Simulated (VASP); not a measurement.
Set up this calculation in VASP 6.6.1, as the native input.

```
Task                   : single point
Functional             : PBE
Dispersion             : D3(BJ)
Potentials or basis    : VASP PAW PBE potentials, release 64 (Ge_d)
Cutoff                 : 500 eV
k mesh                 : 4 × 4 × 4
Occupations            : tetrahedron
Spin                   : no spin polarisation
Dipole correction      : no
Further INCAR settings : ALGO = Normal; EDIFF = 1e-06; NBANDS = 13
```

The structure of Ge lies in POSCAR:

```
Ge
1.0
    0.0000000000      2.0983605250      2.0983605250
    2.0983605250      0.0000000000      2.0983605250
    2.0983605250      2.0983605250      0.0000000000
Ge
1
Direct
    0.0000000000      0.0000000000      0.0000000000
```

One way to write it, as run:

INCAR

```
SYSTEM = Ge
PREC     = Accurate       ! precision mode
ENCUT    = 500            ! plane-wave cutoff, eV
EDIFF    = 1E-6           ! SCF threshold, eV
ISMEAR   = -5             ! smearing method
SIGMA    = 0.1            ! smearing width, eV
LREAL    = .False.        ! projectors in reciprocal space
LASPH    = .True.         ! aspherical terms in the spheres
NELM     = 120            ! most SCF steps
ALGO     = Normal         ! electronic algorithm
ISIF     = 2              ! what is computed and relaxed
LWAVE    = .False.        ! write WAVECAR
LCHARG   = .True.         ! write CHGCAR
GGA      = PE             ! functional
IVDW     = 12             ! dispersion correction
LELF     = .True.         ! ELF
LVHAR    = .True.       
NBANDS   = 13             ! bands
GGA_COMPAT= .False.
```

KPOINTS

```
regular mesh
0
Gamma
  4 4 4
  0 0 0
```

Potentials or basis: VASP PAW PBE potentials, release 64 (Ge_d).

Launch:

```console
$ cat potpaw_PBE.64/Ge_d/POTCAR > POTCAR
$ mpirun -np 1 vasp_std > vasp.out
```

Results of the run:

| Quantity | Value |
| --- | --- |
| Pressure | 3.1 GPa |
| Band gap on the k mesh | zero (band 7 reaches 16.24 eV, above the bottom of band 8 at 4.88 eV) |
| Dispersion energy per atom | -0.358 eV |

Caveat: the k points lie up to 0.65 Å⁻¹ apart; three body term missing; pairwise dispersion overbinds metals, which lowers pressure and volume; tetrahedron occupations give inexact forces and stress in metals.

Wall time 6.6 s on 1 thread of Intel Xeon 8259CL (shared host), peak memory 0.14 GiB.
